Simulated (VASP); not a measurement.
# Li2O in VASP: notebook

Runs on Li2O. Level: PBEsol. Tasks: single point.

All numbers are computed with VASP 6.6.1; they aren't measurements. Logs are shortened: lines on timing, memory, paths and dates and some standing lists are left out, and cuts for length are marked.

### 1 The cell of the first run

It takes space group Fm-3m (No. 225, cubic). The conventional cell has a = 4.580 Å, b = 4.580 Å, c = 4.580 Å, α = 90.00°, β = 90.00°, γ = 90.00°. Within 2.6 Å of Li (site symmetry -43m) lie 4 O at 1.98 Å and 6 Li at 2.29 Å. Within 2.6 Å of O (site symmetry m-3m) lie 8 Li at 1.98 Å.

### 2 Single point, PBEsol

File INCAR:

```
  PREC = Accurate
  ENCUT = 750
  EDIFF = 1E-6
  ISMEAR = 0
  SIGMA = 0.01
  LREAL = False
  LASPH = True
  NELM = 120
  ALGO = Normal
  ISIF = 2
  LWAVE = False
  LCHARG = True
  GGA = PS
  LELF = True
  LVHAR = True
  NBANDS = 13
  GGA_COMPAT = False
```

File KPOINTS:

```
regular mesh
0
Gamma
  8 8 8
```

File POSCAR:

```
Li2O
1.0
    0.0000000000      2.2899348936      2.2899348936
    2.2899348936      0.0000000000      2.2899348936
    2.2899348936      2.2899348936      0.0000000000
Li O
2 1
Direct
    0.2500000000      0.2500000000      0.2500000000
    0.7500000000      0.7500000000      0.7500000000
    0.0000000000      0.0000000000      0.0000000000
```

Potentials or basis: VASP PAW PBE potentials, release 64 (Li_sv, O).

Run with:

```bash
$ cat potpaw_PBE.64/Li_sv/POTCAR potpaw_PBE.64/O/POTCAR > POTCAR
$ mpirun -np 1 vasp_std > vasp.out
```

OUTCAR:

```text
PREC = Accurate
   ENCUT = 750
   EDIFF = 1E-6
   ISMEAR = 0
   LREAL = False
   LASPH = True
   NELM = 120
   ISIF = 2
   GGA = PS

 ion  position               nearest neighbor table
   1  0.250  0.250  0.250-   3 1.98   3 1.98   3 1.98   3 1.98   2 2.29   2 2.29   2 2.29   2 2.29
                             2 2.29   2 2.29
   2  0.750  0.750  0.750-   3 1.98   3 1.98   3 1.98   3 1.98   1 2.29   1 2.29   1 2.29   1 2.29
                             1 2.29   1 2.29
   3  0.000  0.000  0.000-   2 1.98   2 1.98   2 1.98   1 1.98   2 1.98   1 1.98   1 1.98   1 1.98

  LATTYP: Found a face centered cubic cell.
 ALAT       =     4.5798697872

  Lattice vectors:

 A1 = (   0.0000000000,   2.2899348936,   2.2899348936)
 A2 = (   2.2899348936,   0.0000000000,   2.2899348936)
 A3 = (   2.2899348936,   2.2899348936,   0.0000000000)

Analysis of symmetry for initial positions (statically):
=====================================================================
 Subroutine PRICEL returns:
 Original cell was already a primitive cell.

 Routine SETGRP: Setting up the symmetry group for a
 face centered cubic supercell.

 Subroutine GETGRP returns: Found 48 space group operations
 (whereof 48 operations were pure point group operations)
 out of a pool of 48 trial point group operations.

The static configuration has the point symmetry O_h .

Analysis of symmetry for dynamics (positions and initial velocities):
=====================================================================
 Subroutine PRICEL returns:
 Original cell was already a primitive cell.

 Routine SETGRP: Setting up the symmetry group for a
 face centered cubic supercell.

 Subroutine GETGRP returns: Found 48 space group operations
 (whereof 48 operations were pure point group operations)
 out of a pool of 48 trial point group operations.

The dynamic configuration has the point symmetry O_h .

 Subroutine INISYM returns: Found 48 space group operations
 (whereof 48 operations are pure point group operations),
 and found     1 'primitive' translations

----------------------------------------------------------------------------------------

                                     Primitive cell

  volume of cell :      24.0159

  direct lattice vectors                    reciprocal lattice vectors
     0.000000000  2.289934894  2.289934894    -0.218346819  0.218346819  0.218346819
     2.289934894  0.000000000  2.289934894     0.218346819 -0.218346819  0.218346819
     2.289934894  2.289934894  0.000000000     0.218346819  0.218346819 -0.218346819

  length of vectors
     3.238456983  3.238456983  3.238456983     0.378187784  0.378187784  0.378187784

  position of ions in fractional coordinates (direct lattice)
     0.250000000  0.250000000  0.250000000
     0.750000000  0.750000000  0.750000000
     0.000000000  0.000000000  0.000000000

  ion indices of the primitive-cell ions
   primitive index   ion index
                 1           1
                 2           2
                 3           3

----------------------------------------------------------------------------------------

 KPOINTS: regular mesh

Automatic generation of k-mesh.
 Grid dimensions read from file:
 generate k-points for:    8    8    8

 Generating k-lattice:

  Cartesian coordinates                     Fractional coordinates (reciprocal lattice)
    -0.027293352  0.027293352  0.027293352     0.125000000  0.000000000  0.000000000
     0.027293352 -0.027293352  0.027293352     0.000000000  0.125000000  0.000000000
     0.027293352  0.027293352 -0.027293352     0.000000000  0.000000000  0.125000000

  Length of vectors
     0.047273473  0.047273473  0.047273473

  Shift w.r.t. Gamma in fractional coordinates (k-lattice)
     0.000000000  0.000000000  0.000000000

 Subroutine IBZKPT returns following result:
 ===========================================

 Found     29 irreducible k-points:

 Following reciprocal coordinates:
            Coordinates               Weight
  0.000000  0.000000  0.000000      1.000000
  0.125000  0.000000  0.000000      8.000000
  0.250000  0.000000  0.000000      8.000000
  0.375000  0.000000  0.000000      8.000000
  0.500000  0.000000  0.000000      4.000000
  0.125000  0.125000  0.000000      6.000000
[... 16 lines left out ...]
  0.500000  0.250000  0.125000     48.000000
 -0.375000  0.250000  0.125000     24.000000
 [... further k-points ...]
   k-points           NKPTS =     29   k-points in BZ     NKDIM =     29   number of bands    NBANDS=     13
   number of dos      NEDOS =    301   number of ions     NIONS =      3
   total plane-waves  NPLWV =  27000
   dimension x,y,z NGX =    30 NGY =   30 NGZ =   30
   dimension x,y,z NGXF=    60 NGYF=   60 NGZF=   60
   ions per type =               2   1
   NGX,Y,Z   is equivalent  to a cutoff of  15.40, 15.40, 15.40 a.u.
   NGXF,Y,Z  is equivalent  to a cutoff of  30.80, 30.80, 30.80 a.u.
 SYSTEM =  unknown system
   PREC   = accura    normal or accurate (medium, high low for compatibility)
   ISTART =      0    job   : 0-new  1-cont  2-samecut
   ICHARG =      2    charge: 1-file 2-atom 10-const
   ISPIN  =      1    spin polarized calculation?
   LNONCOLLINEAR =      F non collinear calculations
   LSORBIT =      F    spin-orbit coupling
   LASPH  =      T    aspherical Exc in radial PAW
   ENCUT  =  750.0 eV  55.12 Ry    7.42 a.u.   7.23  7.23  7.23*2*pi/ulx,y,z
   NELM   =    120;   NELMIN=  2; NELMDL= -5     # of ELM steps
   EDIFF  = 0.1E-05   stopping-criterion for ELM
   LREAL  =      F    real-space projection
   EDIFFG = 0.1E-04   stopping-criterion for IOM
   NSW    =      0    number of steps for IOM
   IBRION =     -1    ionic relax: 0-MD 1-quasi-New 2-CG
   NFREE  =      0    steps in history (QN), initial steepest desc. (CG)
   ISIF   =      2    stress and relaxation
   ISYM   =      2    0-nonsym 1-usesym 2-fastsym
   POTIM  = 0.5000    time-step for ionic-motion
   TEBEG  =    0.0;   TEEND  =   0.0 temperature during run
   PSTRESS=    0.0 pullay stress
   NELECT =      12.0000    total number of electrons
   NUPDOWN=      -1.0000    fix difference up-down
   EMIN   =  10.00;   EMAX   =-10.00  energy-range for DOS
   EFERMI =   0.00;   METHOD = LEGACY
   ISMEAR =     0;   SIGMA  =   0.01  broadening in eV -4-tet -1-fermi 0-gaus
   EFERMI_NEDOS =   21; number of points for ismear=-14 and -15
   IALGO  =     38    algorithm
   IMIX   =      4    mixing-type and parameters
     AMIX     =   0.40;   BMIX     =  1.00
     AMIX_MAG =   1.60;   BMIX_MAG =  1.00
  volume/ion in A,a.u.               =       8.01        54.02
  Fermi-wavevector in a.u.,A,eV,Ry     =   1.299079  2.454903 22.961265  1.687605
  Thomas-Fermi vector in A             =   2.430366
   LORBIT       =      0    0 simple, 1 ext, 2 COOP (PROOUT), +10 PAW based schemes
   GGA     = PS    functional components
   LHFCALC =     F    Hartree Fock is set to
   AEXX    =    0.0000 exact exchange contribution
   IVDW    =     0    specifies the selected vdW correction
   LEPSILON=     F    determine dielectric tensor
   LRPA    =     F    only Hartree local field effects (RPA)
 non-spin polarized calculation
 Gauss-broadening in eV      SIGMA  =   0.01
  energy-cutoff  :      750.00
  volume of cell :       24.02
 maximum number of plane-waves:      1139
 NGX is ok and might be reduce to    30
   NGX = 15   NGY = 15   NGZ = 15

 number of electron      12.0000003 magnetization

 Free energy of the ion-electron system (eV)
  ---------------------------------------------------
  ext. energy  EPLUGINS =         0.00000000
  ---------------------------------------------------
  free energy    TOTEN  =       -14.75682938 eV

  energy without entropy =      -14.75682938  energy(sigma->0) =      -14.75682938

 E-fermi :   1.4618     XC(G=0): -10.0329

 val. band max:        1.3583401746   @ k =   0.0000   0.0000   0.0000
 cond. band min:       6.2291719506   @ k =   0.5000   0.5000   0.0000
 fundamental gap:      4.8708317760
 Fermi energy:         1.4617531889

 k-point     1 :       0.0000    0.0000    0.0000
  band No.  band energies     occupation
      1     -40.8629      2.00000
      2     -40.4828      2.00000
      3     -14.0376      2.00000
      4       1.3583      2.00000
      5       1.3583      2.00000
      6       1.3583      2.00000
      7       6.7038      0.00000
      8      13.3066      0.00000
      9      13.3066      0.00000
     10      13.3066      0.00000
     11      20.4594      0.00000
     12      20.4594      0.00000
     13      20.4594      0.00000

 k-point     2 :       0.1250    0.0000    0.0000
  band No.  band energies     occupation
      1     -40.8460      2.00000
      2     -40.4951      2.00000
      3     -14.0069      2.00000
      4       0.8275      2.00000
      5       1.2830      2.00000
      6       1.2830      2.00000
      7       7.1236      0.00000
      8      13.3456      0.00000
      9      13.5280      0.00000
     10      13.5280      0.00000
     11      19.0947      0.00000
     12      19.0947      0.00000
     13      21.0076      0.00000

 k-point     3 :       0.2500    0.0000    0.0000
  band No.  band energies     occupation
      1     -40.7990      2.00000
      2     -40.5309      2.00000
      3     -13.9289      2.00000
      4      -0.2527      2.00000
      5       1.1121      2.00000
      6       1.1121      2.00000
      7       8.1231      0.00000
      8      13.1644      0.00000
      9      13.7893      0.00000
     10      13.7893      0.00000
     11      18.2423      0.00000
     12      18.2423      0.00000
     13      22.3600      0.00000
[... 305 lines left out ...]
 k-point    23 :       0.5000    0.2500    0.1250
  band No.  band energies     occupation
      1     -40.7139      2.00000
      2     -40.5978      2.00000
      3     -13.8074      2.00000
      4      -0.9419      2.00000
      5       0.2891      2.00000
      6       0.6895      2.00000
      7       8.8341      0.00000
      8      12.1830      0.00000
      9      14.5393      0.00000
     10      14.9965      0.00000
     11      17.2418      0.00000
     12      20.8416      0.00000
     13      24.0614      0.00000

 k-point    24 :      -0.3750    0.2500    0.1250
  band No.  band energies     occupation
      1     -40.6543      2.00000
      2     -40.6536      2.00000
      3     -13.7782      2.00000
      4      -1.1971      2.00000
      5       0.3188      2.00000
      6       0.5151      2.00000
      7       9.2928      0.00000
      8      11.7374      0.00000
      9      14.4999      0.00000
     10      14.8988      0.00000
     11      19.0610      0.00000
     12      19.3993      0.00000
     13      24.5981      0.00000

 [... further k-points ...]
[... 5 lines left out ...]
  --------------------------------------------------------------------------------------
  -------------------------------------------------------------------------------------
  Total        0.0157083      0.0157083      0.0157083      0.0000000      0.0000000     -0.0000000
  in kB        1.0479510      1.0479510      1.0479510      0.0000000      0.0000000     -0.0000000
  external PRESSURE =       1.0479510 kB  Pullay stress =       0.0000000 kB

 VOLUME and BASIS-vectors are now :
 -----------------------------------------------------------------------------
  energy-cutoff  :      750.00
  volume of cell :       24.02
      direct lattice vectors                 reciprocal lattice vectors
     0.000000000  2.289934894  2.289934894    -0.218346819  0.218346819  0.218346819
     2.289934894  0.000000000  2.289934894     0.218346819 -0.218346819  0.218346819
     2.289934894  2.289934894  0.000000000     0.218346819  0.218346819 -0.218346819

 POSITION                                       TOTAL-FORCE (eV/Angst)
 -----------------------------------------------------------------------------------
      1.14497      1.14497      1.14497         0.000000      0.000000      0.000000
      3.43490      3.43490      3.43490        -0.000000     -0.000000     -0.000000
      0.00000      0.00000      0.00000         0.000000      0.000000     -0.000000
 -----------------------------------------------------------------------------------
    total drift:                                0.000000     -0.000000      0.000000

  FREE ENERGIE OF THE ION-ELECTRON SYSTEM (eV)
  ---------------------------------------------------
  free  energy   TOTEN  =       -14.7568293850 eV

  energy  without entropy=      -14.7568293850  energy(sigma->0) =      -14.75682938
```

Wall time 9.4 s (1 thread of Intel Xeon 6975P-C (Granite Rapids), shared host); peak memory 0.16 GiB.

What came out:

```
Free energy            : -14.7568 eV
Pressure               : 0.1 GPa
Band gap on the k mesh : 4.87 eV, indirect (least direct gap 5.35 eV)
```

Levels at points of the mesh, in eV from the valence-band top:
| k point | band 2 | band 3 | band 4 | band 5 | band 6 | band 7 | band 8 | band 9 | band 10 | band 11 |
| --- | --- | --- | --- | --- | --- | --- | --- | --- | --- | --- |
| (0.00, 0.00, 0.00) | -41.84 | -15.40 | 0.00 | 0.00 | 0.00 | 5.35 | 11.95 | 11.95 | 11.95 | 19.10 |
| (0.50, 0.00, 0.00) | -42.01 | -15.17 | -2.87 | -0.46 | -0.46 | 9.25 | 9.98 | 12.06 | 12.06 | 17.99 |
| (0.50, 0.50, 0.00) | -41.95 | -15.12 | -1.64 | -1.45 | -1.45 | 4.87 | 13.65 | 13.65 | 14.96 | 15.96 |

Caveat: the PAW data sets were made with another functional, which shifts forces and pressure a little. A k mesh can miss the band edges.

### 3 Single point, PBEsol (z stretched by -0.5 %, x and y held)

File INCAR:

```
PREC = Accurate
ENCUT = 750
EDIFF = 1E-6
ISMEAR = 0
SIGMA = 0.01
LREAL = F
LASPH = T
NELM = 120
ALGO = Normal
ISIF = 2
LWAVE = F
LCHARG = T
GGA = PS
LELF = T
LVHAR = T
NBANDS = 13
GGA_COMPAT = F
```

File KPOINTS:

```
Automatic mesh
0
Gamma
  8 8 8
```

File POSCAR:

```
Li2O
1.0
    0.0000000000      2.2899348936      2.2784852191
    2.2899348936      0.0000000000      2.2784852191
    2.2899348936      2.2899348936      0.0000000000
Li O
2 1
Direct
    0.2500000000      0.2500000000      0.2500000000
    0.7500000000      0.7500000000      0.7500000000
    0.0000000000      0.0000000000      0.0000000000
```

Potentials or basis: VASP PAW PBE potentials, release 64 (Li_sv, O).

Run with:

```bash
$ cat potpaw_PBE.64/Li_sv/POTCAR potpaw_PBE.64/O/POTCAR > POTCAR
$ mpirun -np 1 vasp_std > vasp.out
```

Wall time 17 s (1 thread of Intel Xeon 6975P-C (Granite Rapids), shared host); peak memory 0.17 GiB.

It converged, with:

```
Free energy            : -14.7561 eV
Pressure               : 0.5 GPa
Band gap on the k mesh : 4.86 eV, indirect (least direct gap 5.37 eV)
```

Stress tensor (GPa, compression positive):
```
0.22 0.00 0.00
0.00 0.22 0.00
0.00 0.00 1.17
```

Levels at points of the mesh, in eV from the valence-band top:
| k point | band 3 | band 4 | band 5 | band 6 | band 7 | band 8 | band 9 | band 10 |
| --- | --- | --- | --- | --- | --- | --- | --- | --- |
| (0.00, 0.00, 0.00) | -15.41 | -0.02 | -0.02 | 0.00 | 5.37 | 11.93 | 11.98 | 11.98 |
| (0.50, 0.00, 0.00) | -15.18 | -2.90 | -0.49 | -0.46 | 9.28 | 10.02 | 12.05 | 12.12 |
| (0.50, 0.50, 0.00) | -15.13 | -1.64 | -1.48 | -1.48 | 4.86 | 13.68 | 13.68 | 15.08 |
| (0.50, 0.00, 0.50) | -15.14 | -1.65 | -1.46 | -1.45 | 4.87 | 13.64 | 13.75 | 14.99 |

Caveat: the cell differs from its parent crystal (z stretched by -0.5 %, x and y held); the PAW data sets were made with another functional, which shifts forces and pressure a little.

### 4 Single point, PBEsol (z stretched by +0.5 %, x and y held)

File INCAR:

```
SYSTEM = Li2O
PREC = Accurate
ENCUT = 750
EDIFF = 1E-6
ISMEAR = 0
SIGMA = 0.01
LREAL = .False.
LASPH = .True.
NELM = 120
ALGO = Normal
ISIF = 2
LWAVE = .False.
LCHARG = .True.
GGA = PS
LELF = .True.
LVHAR = .True.
NBANDS = 13
GGA_COMPAT = .False.
```

File KPOINTS:

```
Automatic mesh
0
Gamma
  8 8 8
  0 0 0
```

File POSCAR:

```
Li2O
1.0
    0.0000000000      2.2899348936      2.3013845680
    2.2899348936      0.0000000000      2.3013845680
    2.2899348936      2.2899348936      0.0000000000
Li O
2 1
Direct
    0.2500000000      0.2500000000      0.2500000000
    0.7500000000      0.7500000000      0.7500000000
    0.0000000000      0.0000000000      0.0000000000
```

Run with:

```bash
$ cat potpaw_PBE.64/Li_sv/POTCAR potpaw_PBE.64/O/POTCAR > POTCAR
$ mpirun -np 1 vasp_std > vasp.out
```

It took 17 s on 1 thread of Intel Xeon 6975P-C (Granite Rapids), shared host; peak memory 0.17 GiB.

The run converged. Its results:

```yaml
Free_energy: -14.7568 eV
Pressure: -0.3 GPa
Band_gap_on_the_k_mesh: 4.85 eV, indirect (least direct gap 5.30 eV)
```

Stress tensor (GPa, compression positive):
```
 0.00  0.00  0.00
 0.00  0.00  0.00
 0.00  0.00 -0.94
```

Levels at points of the mesh, in eV from the valence-band top:
| k point | band 2 | band 3 | band 4 | band 5 | band 6 | band 7 | band 8 | band 9 | band 10 | band 11 |
| --- | --- | --- | --- | --- | --- | --- | --- | --- | --- | --- |
| (0.00, 0.00, 0.00) | -41.86 | -15.39 | -0.02 | 0.00 | 0.00 | 5.30 | 11.90 | 11.90 | 11.95 | 18.93 |
| (0.50, 0.00, 0.00) | -42.03 | -15.16 | -2.87 | -0.48 | -0.45 | 9.22 | 9.92 | 12.00 | 12.07 | 17.92 |
| (0.50, 0.50, 0.00) | -41.96 | -15.12 | -1.65 | -1.42 | -1.42 | 4.87 | 13.62 | 13.62 | 14.83 | 15.92 |
| (0.50, 0.00, 0.50) | -41.97 | -15.12 | -1.63 | -1.45 | -1.45 | 4.85 | 13.54 | 13.65 | 14.92 | 15.88 |

Caveat: the cell differs from its parent crystal (z stretched by +0.5 %, x and y held); the PAW data sets were made with another functional, which shifts forces and pressure a little. A k mesh can miss the band edges.

(Continued in part 2 of 2.)
